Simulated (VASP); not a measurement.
Runs of VASP 6.6.1 on TiC. The structure is that of space group Fmmm (No. 69), or close to it. The cells are those of the table. 

```tsv
cell	gap on the mesh (eV)	pressure (GPa)
a = 3.007, b = 3.122, c = 3.066 Å, angles 58.1, 61.9, 60.0°, 2 atoms	none	(a)
a = 2.897, b = 3.241, c = 3.083 Å, angles 54.5, 65.5, 60.0°, 2 atoms	none	22.0
a = 3.302, b = 2.843, c = 3.098 Å, angles 67.4, 52.6, 60.0°, 2 atoms	none	39.5
a = 2.870, b = 3.271, c = 3.090 Å, angles 53.5, 66.5, 60.0°, 2 atoms	none	30.1
```

Alike in all rows: task single point; level PBE; potentials or basis VASP PAW PBE potentials, release 64 (Ti_sv, C); no spin polarisation; k mesh 24 × 24 × 24; cutoff (eV) 520; smearing gaussian 0.15 eV.

Estimate the missing entries.

(a) 2.6.

Caveats: the cell stands under pressure (at least some runs).

A gap of «none» marks levels without a gap at the run's occupations.
